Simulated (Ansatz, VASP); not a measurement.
**One calculation of W, two programs**

INCAR

```
SYSTEM = W
PREC = Accurate
ENCUT = 520
EDIFF = 1E-7
ISMEAR = 0
SIGMA = 0.15
LREAL = .FALSE.
LASPH = .TRUE.
NELM = 100
ALGO = Fast
ISIF = 2
LWAVE = .FALSE.
LCHARG = .FALSE.
GGA = PS
NBANDS = 66
```

The input KPOINTS:

```
Automatic mesh
0
G
  8 8 8
  0 0 0
```

File POSCAR:

```
W
1.0
    4.8307616782      0.0000000000      0.0000000000
    0.0000000000      4.8307616782      0.0000000000
    0.0000000000      0.0000000000      4.6294799416
W
8
Direct
    0.0000000000      0.0000000000      0.0000000000
    0.5000000000      0.5000000000      0.5000000000
    0.0000000000      0.5000000000      0.2500000000
    0.0000000000      0.5000000000      0.7500000000
    0.2500000000      0.0000000000      0.5000000000
    0.7500000000      0.0000000000      0.5000000000
    0.5000000000      0.7500000000      0.0000000000
    0.5000000000      0.2500000000      0.0000000000
```

Input for Ansatz:

```yaml
crystal:
  lattice:
    - [4.8307616782, 0.0, 0.0]
    - [0.0, 4.8307616782, 0.0]
    - [0.0, 0.0, 4.6294799416]
  atoms:
    - { symbol: W, position: [0.0, 0.0, 0.0] }
    - { symbol: W, position: [0.5, 0.5, 0.5] }
    - { symbol: W, position: [0.0, 0.5, 0.25] }
    - { symbol: W, position: [0.0, 0.5, 0.75] }
    - { symbol: W, position: [0.25, 0.0, 0.5] }
    - { symbol: W, position: [0.75, 0.0, 0.5] }
    - { symbol: W, position: [0.5, 0.75, 0.0] }
    - { symbol: W, position: [0.5, 0.25, 0.0] }
basis:
  ecutwfc: 420
kpoints:
  mp_grid: { grid: [8, 8, 8] }
hamiltonian:
  xc: pbesol
scf:
  occupations: { method: gaussian, width: 0.15 }
output:
  forces: true
  stress: true
  eigenvalues: true
```

Change from the starting cell: strain -0.040 along x and y, -0.080 along z, atoms carried along.

Alike in both runs: task single point; functional PBEsol; k mesh 8 × 8 × 8; occupations gaussian, width 0.15 eV; no spin polarisation.

|  | VASP | Ansatz |
| --- | --- | --- |
| version | VASP 6.6.1 | Ansatz 0.2.0 |
| potentials or method | VASP PAW PBE potentials, release 64 (W_sv), cutoff 520 eV | scalar-relativistic, plane waves, PAW |
| valence electrons in the cell | 112 | 112 |

VASP gave:

| Property | Result |
| --- | --- |
| gap on the k mesh at the Fermi level (eV) | none |
| pressure (GPa) | 76.7 |
| traceless stress, the component that is largest in VASP (GPa) | 22.63 |
| rms of the force components (eV/Å) | 0.079 |

Question: Which values does Ansatz return?

Answer: gap on the k mesh at the Fermi level (eV): none; pressure (GPa): 74.3; traceless stress, the component that is largest in VASP (GPa): 21.98; rms of the force components (eV/Å): 0.076.

VASP's potentials were made for PBE, not for PBEsol. Atom by atom the forces differ by 0.003 eV/Å (rms over components). A gap of «none» marks a metal or a gap that the smearing closes. Both programs put the cell under a high pressure, so it lies far from rest at this level.

Neither program's run includes spin-orbit coupling. Noted on VASP's run: the cell as given lies far from equilibrium.
